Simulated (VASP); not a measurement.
Write the native input for VASP 6.6.1 that does the following.

* Task: single point
* Functional: PBE
* Dispersion: D3(BJ)
* Potentials or basis: VASP PAW PBE potentials, release 64 (Cl)
* Cutoff: 400 eV
* k mesh: 1 × 1 × 1
* Occupations: fermi-dirac, width 0.05 eV
* Spin: no spin polarisation
* Dipole correction: no
* Further INCAR settings: ALGO = Normal; EDIFF = 1e-06; NBANDS = 70

The structure of Cl lies in POSCAR:

```
Cl
1.0
    8.1432530000      0.0000000000      0.0000000000
    0.0000000000      8.1432530000      0.0000000000
    0.0000000000      0.0000000000      8.1432530000
Cl
16
Direct
    0.4274090465      0.4882201253      0.0623952123
    0.6523928460      0.3835567924      0.0684615841
    0.0034998299     -0.0062260131      0.9503573081
   -0.0224603116      0.2399655273      0.9547781458
    1.0076317167      0.6229819950      0.9326248368
    0.9303038970      0.6485368931      0.6967117441
    0.3785342295      1.0485490258      0.7119759143
    0.3729222216      0.7950139827      0.7317591631
    0.7965735560      0.8209250038      0.4834554446
    0.7562579721      0.8178795378      0.2437109592
    0.3740642714      0.4656492927      0.7191843358
    0.3646331509      0.4592145178      0.4710893791
    0.9751017192      0.2327816660      0.5763667173
    0.9748069967      0.2517298677      0.3171951062
    0.3826235044      0.0388296913      0.3752922818
    0.3672856535      0.0376016808      0.1175083225
```

These files were run (other wordings do the same):

INCAR

```
PREC = Accurate ; ENCUT = 400
EDIFF = 1E-6 ; ISMEAR = -1
SIGMA = 0.05 ; LREAL = F
LASPH = T ; NELM = 120
ALGO = Normal ; ISIF = 2
LWAVE = F ; LCHARG = T
GGA = PE ; IVDW = 12
LELF = T ; LVHAR = T
NBANDS = 70 ; GGA_COMPAT = F
```

KPOINTS

```
Automatic mesh
0
Gamma
  1 1 1
```

Potentials or basis: VASP PAW PBE potentials, release 64 (Cl).

Launch:

```sh
$ cat potpaw_PBE.64/Cl/POTCAR > POTCAR
$ mpirun -np 1 vasp_gam > vasp.out
```

It gave:

```json
{"Pressure": "-0.9 GPa", "Largest force": "0.779 eV/Å", "Band gap on the k mesh": "1.91 eV", "Dispersion energy per atom": "-0.125 eV"}
```

Caveat: the k points lie up to 0.77 Å⁻¹ apart.

Run time: 59 s on 1 thread of Intel Xeon 6975P-C, on a shared host, peak memory 0.34 GiB.
